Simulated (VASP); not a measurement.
A run of VASP 6.6.1 is set up as follows.

The input INCAR:

```
ALGO = Normal
EDIFF = 1E-6
ENCUT = 520
GGA = PE
ISIF = 2
ISMEAR = 0
LASPH = True
LCHARG = False
LREAL = False
LWAVE = False
NBANDS = 13
NELM = 80
PREC = Accurate
SIGMA = 0.1
```

Contents of KPOINTS:

```
k-points
0
Gamma
  18 18 18
```

The input POSCAR:

```
AsF
1.0
    0.0000000000      2.7040012670      2.7040012670
    2.7040012670      0.0000000000      2.7040012670
    2.7040012670      2.7040012670      0.0000000000
As F
1 1
Direct
    0.0000000000      0.0000000000      0.0000000000
    0.2500000000      0.2500000000      0.2500000000
```

Potentials or basis: VASP PAW PBE potentials, release 64 (As, F).

The run is started by

```console
$ cat potpaw_PBE.64/As/POTCAR potpaw_PBE.64/F/POTCAR > POTCAR
$ mpirun -np 1 vasp_std > vasp.out
```

Question: Predict the pressure.

Answer: -0.2 GPa.

Question: What does it give for the band gap on the k mesh?

Answer: Zero (bands 6 and 7 overlap by 1.40 eV).
